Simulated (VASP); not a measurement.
The system is CdSe (Cadmoselite).

```
Cd Se
1.0
     4.35659    0.00000    0.00000
    -2.17829    3.77291    0.00000
     0.00000    0.00000    7.11238
Cd Se
2 2
Cartesian
  2.1783 1.2576 3.5562
  0.0000 2.5153 0.0000
  2.1783 1.2576 6.2945
  0.0000 2.5153 2.7383
```

Base run:

* Program: VASP 6.6.1
* Functional: RPBE
* Dispersion: D4
* Potentials or basis: VASP PAW PBE potentials, release 64 (Cd, Se)
* Cutoff: 520 eV
* k mesh: 7 × 7 × 4
* Occupations: fermi-dirac, width 0.05 eV
* Spin: no spin polarisation

Its results: band gap on the k mesh 0.79 eV, direct; pressure -0.6 GPa; largest force 0.254 eV/Å.

**Question.** After a change of settings the same cell gave: band gap on the k mesh 0.74 eV, direct; pressure -1.2 GPa; largest force 0.258 eV/Å. Which change was it?
A. functional from RPBE to PBE exchange alone; dispersion from D4 to none
B. functional from RPBE to r2SCAN; dispersion from D4 to none
C. functional from RPBE to PBEsol; dispersion from D4 to none
D. functional from RPBE to revPBE; dispersion from D4 to D3(BJ)

**Answer.** D.

Caveats: the PAW data sets were made with another functional, which shifts forces and pressure a little.
